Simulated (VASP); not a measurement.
A run of VASP 6.6.1 is set up as follows.

File INCAR:

```
SYSTEM = Te2Mo
PREC = Accurate
ENCUT = 520
EDIFF = 1E-7
ISMEAR = -1
SIGMA = 0.05
LREAL = .False.
LASPH = .True.
NELM = 60
ALGO = Normal
ISIF = 2
LWAVE = .False.
LCHARG = .False.
GGA = PE
NBANDS = 64
```

Contents of KPOINTS:

```
regular mesh
0
Gamma
  4 8 2
  0 0 0
```

Contents of POSCAR:

```
Te2Mo
1.0
    6.2444489722      0.0000000000      0.0000000000
    0.0000000000      3.4221158743      0.0000000000
   -0.9339986171      0.0000000000     13.6407411037
Te Mo
8 4
Direct
    0.9437000000      0.7500000000      0.6045000000
    0.0563000000      0.2500000000      0.3955000000
    0.9030000000      0.2500000000      0.8514000000
    0.0970000000      0.7500000000      0.1486000000
    0.4112000000      0.7500000000      0.8955000000
    0.5888000000      0.2500000000      0.1045000000
    0.4432000000      0.2500000000      0.6484000000
    0.5568000000      0.7500000000      0.3516000000
    0.8167000000      0.7500000000      0.9926000000
    0.1833000000      0.2500000000      0.0074000000
    0.6819000000      0.2500000000      0.4934000000
    0.3181000000      0.7500000000      0.5066000000
```

Potentials or basis: VASP PAW PBE potentials, release 64 (Te, Mo_sv).

The run is started by

```bash
$ cat potpaw_PBE.64/Te/POTCAR potpaw_PBE.64/Mo_sv/POTCAR > POTCAR
$ mpirun -np 1 vasp_std > vasp.out
```

Question: What does it give for the largest force?

Answer: 0.820 eV/Å.

Question: Estimate the pressure.

Answer: 7.2 GPa.

Question: Predict the band gap on the k mesh.

Answer: Zero (band 52 reaches 8.95 eV, above the bottom of band 53 at 8.68 eV).

Stress tensor (GPa, compression positive):
```
7.64 0.00 0.08
0.00 6.81 0.00
0.08 0.00 7.11
```

Caveat: spin-orbit coupling is left out, which moves the levels of the heavy elements.
